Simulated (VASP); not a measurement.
Runs of VASP 6.6.1 on RuRh2. The structure is that of space group P6/mmm (No. 191), or close to it. The cells are those of the table. 

```tsv
task	cell	k mesh	cutoff (eV)	gap on the mesh (eV)	pressure (GPa)
single point	a = 4.319, b = 4.319, c = 2.647 Å, angles 90.0, 90.0, 120.0°, 3 atoms	12 × 12 × 18	520	none	0.0
relaxation of cell and atoms	relaxed from a = 3.384, b = 3.384, c = 3.653 Å, angles 90.0, 90.0, 120.0°, 3 atoms	6 × 6 × 6	600	none	0.1
single point	a = 4.307, b = 4.307, c = 2.670 Å, angles 90.0, 90.0, 120.0°, 3 atoms	6 × 6 × 6	520	none	(a)
single point	a = 4.306, b = 4.306, c = 2.670 Å, angles 90.0, 90.0, 120.0°, 3 atoms	6 × 6 × 6	520	none	0.1
```

Alike in all rows: level PBE; potentials or basis VASP PAW PBE potentials, release 64 (Ru_pv, Rh_pv); no spin polarisation; smearing gaussian 0.1 eV.

Fill in the values left out.

(a) -0.1.

Caveats: some runs use coarse meshes.

A k mesh can miss the band edges, and the runs leave out spin-orbit coupling on Rh, Ru.

A gap of «none» marks levels without a gap at the run's occupations.
